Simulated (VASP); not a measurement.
# Si2W (I4/mmm) in VASP: further runs, part 3 of 3

VASP 6.6.1.

### 5 Single point, LDA

This run uses another cell than the first one, of the same volume but with other edges.

Contents of INCAR:

```
SYSTEM = Si2W
PREC = Accurate
ENCUT = 520
EDIFF = 1E-7
ISMEAR = 0
SIGMA = 0.15
LREAL = .False.
LASPH = .True.
NELM = 80
ALGO = Normal
ISIF = 2
LWAVE = .False.
LCHARG = .True.
GGA = CA
LELF = .True.
LVHAR = .True.
NBANDS = 18
```

Contents of KPOINTS:

```
regular mesh
0
Gamma
  18 18 18
  0 0 0
```

Contents of POSCAR:

```
Si2W
1.0
   -1.5292622200      1.5292622200      4.2161759406
    1.5292622200     -1.5292622200      4.2161759406
    1.5292622200      1.5292622200     -4.2161759406
Si W
2 1
Direct
    0.3346644983      0.3346644983      0.0000000000
    0.6653355017      0.6653355017      0.0000000000
    0.0000000000      0.0000000000      0.0000000000
```

Run with:

```sh
cat potpaw_LDA.64/Si/POTCAR potpaw_LDA.64/W_sv/POTCAR > POTCAR
mpirun -np 1 vasp_std > vasp.out
```

Wall time 6.2 min (1 thread of Intel Xeon Platinum 8259CL at 2.50GHz (Skylake/Cascade Lake), shared host); peak memory 0.42 GiB.

It converged, with:

```yaml
Free_energy: -26.9032 eV
Pressure: 1.7 GPa
Largest_force: 0.118 eV/Å
Band_gap_on_the_k_mesh: zero (bands 11 and 12 overlap by 1.95 eV)
```

Forces on the atoms (eV/Å):
```
Si   0.000  0.000  0.118
Si   0.000  0.000 -0.118
W    0.000  0.000  0.000
```

Stress tensor (GPa, compression positive):
```
 15.46   0.00   0.00
  0.00  15.46   0.00
  0.00   0.00 -25.80
```

Levels at points of the mesh, in eV from the Fermi level:
| k point | band 9 | band 10 | band 11 | band 12 | band 13 | band 14 |
| --- | --- | --- | --- | --- | --- | --- |
| (0.00, 0.00, 0.00) | -2.35 | -2.35 | 1.33 | 3.00 | 3.34 | 3.68 |
| (0.50, 0.00, 0.00) | -3.24 | -2.26 | -0.13 | 2.69 | 2.78 | 3.58 |
| (0.50, 0.50, 0.00) | -4.92 | -4.18 | -1.59 | 1.77 | 2.41 | 2.72 |
| (0.50, 0.50, 0.50) | -0.66 | -0.66 | 0.00 | 0.00 | 1.42 | 2.35 |

Caveat: spin-orbit coupling is left out, which moves the levels of the heavy elements.

### 6 Single point, LDA

This run uses another cell than the first one, of the same volume but with other edges.

Contents of INCAR:

```
PREC     = Accurate       # precision mode
ENCUT    = 520            # plane-wave cutoff, eV
EDIFF    = 1E-6           # SCF threshold, eV
ISMEAR   = 0              # smearing method
SIGMA    = 0.15           # smearing width, eV
LREAL    = F              # projectors in reciprocal space
LASPH    = T              # aspherical terms in the spheres
NELM     = 60             # most SCF steps
ALGO     = Normal         # electronic algorithm
ISIF     = 2              # what is computed and relaxed
LWAVE    = F              # write WAVECAR
LCHARG   = T              # write CHGCAR
LELF     = T              # ELF
LVHAR    = T            
NBANDS   = 18             # bands
```

Contents of KPOINTS:

```
Automatic mesh
0
Gamma
  18 18 18
```

Contents of POSCAR:

```
Si2W
1.0
   -1.5928550571      1.5928550571      3.8862445622
    1.5928550571     -1.5928550571      3.8862445622
    1.5928550571      1.5928550571     -3.8862445622
Si W
2 1
Direct
    0.3668292265      0.3668292265      0.0000000000
    0.6331707735      0.6331707735      0.0000000000
    0.0000000000      0.0000000000      0.0000000000
```

Potentials or basis: VASP PAW LDA potentials, release 64 (Si, W_sv).

Run with:

```sh
cat potpaw_LDA.64/Si/POTCAR potpaw_LDA.64/W_sv/POTCAR > POTCAR
mpirun -np 1 vasp_std > vasp.out
```

OUTCAR:

```text
PREC = Accurate
   ENCUT = 520
   EDIFF = 1E-6
   ISMEAR = 0
   LREAL = F
   LASPH = T
   NELM = 60
   ISIF = 2

 ion  position               nearest neighbor table
   1  0.367  0.367  0.000-   2 2.07   3 2.48   3 2.48   3 2.48   3 2.48   3 2.85   2 2.89   2 2.89
                             2 2.89   2 2.89
   2  0.633  0.633  0.000-   1 2.07   3 2.48   3 2.48   3 2.48   3 2.48   3 2.85   1 2.89   1 2.89
                             1 2.89   1 2.89
   3  0.000  0.000  0.000-   2 2.48   2 2.48   2 2.48   1 2.48   2 2.48   1 2.48   1 2.48   1 2.48
                             1 2.85   2 2.85

[... 695 lines left out ...]
     17      19.0580      0.00000
     18      21.2603      0.00000

 [... further k-points ...]
[... 5 lines left out ...]
  --------------------------------------------------------------------------------------
  -------------------------------------------------------------------------------------
  Total        3.0420643      3.0420643     10.1358751      0.0000000      0.0000000      0.0000000
  in kB      123.5766261    123.5766261    411.7458163      0.0000000      0.0000000      0.0000000
  external PRESSURE =     219.6330228 kB  Pullay stress =       0.0000000 kB

 VOLUME and BASIS-vectors are now :
 -----------------------------------------------------------------------------
  energy-cutoff  :      520.00
  volume of cell :       39.44
      direct lattice vectors                 reciprocal lattice vectors
    -1.592855057  1.592855057  3.886244562     0.000000000  0.313901756  0.128658913
     1.592855057 -1.592855057  3.886244562     0.313901756  0.000000000  0.128658913
     1.592855057  1.592855057 -3.886244562     0.313901756  0.313901756  0.000000000

 POSITION                                       TOTAL-FORCE (eV/Angst)
 -----------------------------------------------------------------------------------
      0.00000      0.00000      2.85118        -0.000000     -0.000000     -8.335412
      0.00000      0.00000      4.92131         0.000000      0.000000      8.335412
      0.00000      0.00000      0.00000        -0.000000     -0.000000     -0.000000
 -----------------------------------------------------------------------------------
    total drift:                                0.000000     -0.000000      0.000000

  FREE ENERGIE OF THE ION-ELECTRON SYSTEM (eV)
  ---------------------------------------------------
  free  energy   TOTEN  =       -25.6139472436 eV

  energy  without entropy=      -25.6102780797  energy(sigma->0) =      -25.61211266
```

It took 5.2 min on 1 thread of Intel Xeon Platinum 8259CL at 2.50GHz (Skylake/Cascade Lake), shared host; peak memory 0.42 GiB.

What came out:

```yaml
Free_energy: -25.6139 eV
Pressure: 22.0 GPa
Largest_force: 8.335 eV/Å
Band_gap_on_the_k_mesh: zero (bands 11 and 12 overlap by 0.28 eV)
```

Forces in eV/Å, atoms in the order of the input:
```
Si   0.000  0.000 -8.335
Si   0.000  0.000  8.335
W    0.000  0.000  0.000
```

Caveat: the cell stands under pressure; spin-orbit coupling is left out, which moves the levels of the heavy elements; forces of over 1 eV/Å act on the atoms, so gaps and moduli don't describe the material at rest.

### 7 Summary

| cell | gap on the mesh (eV) | pressure (GPa) | largest force (eV/Å) |
| --- | --- | --- | --- |
| a = 4.256 Å, angles 133.8, 133.8, 67.3°, 3 atoms, atomic positions A | none | 18.0 | 6.80 |
| a = 4.412 Å, angles 137.0, 137.0, 62.4°, 3 atoms, atomic positions A | none | 11.8 | 5.28 |
| a = 4.333 Å, angles 135.5, 135.5, 64.8°, 3 atoms, atomic positions B | none | 25.6 | 10.81 |
| a = 4.739 Å, angles 142.3, 142.3, 54.3°, 3 atoms, atomic positions C | none | 1.7 | 0.12 |
| a = 4.492 Å, angles 138.5, 138.5, 60.2°, 3 atoms, atomic positions B | none | 22.0 | 8.34 |

Alike in all rows: task single point; level LDA; potentials or basis VASP PAW LDA potentials, release 64 (Si, W_sv); no spin polarisation; k mesh 18 × 18 × 18; cutoff (eV) 520; smearing gaussian 0.15 eV.

Caveats: spin-orbit coupling is left out, which moves the levels of the heavy elements; the cell stands under pressure (at least some runs); forces of over 1 eV/Å act on the atoms, so gaps and moduli don't describe the material at rest (at least some runs).

Total energies depend on the potentials used, so only differences within one code and one set of settings carry meaning.
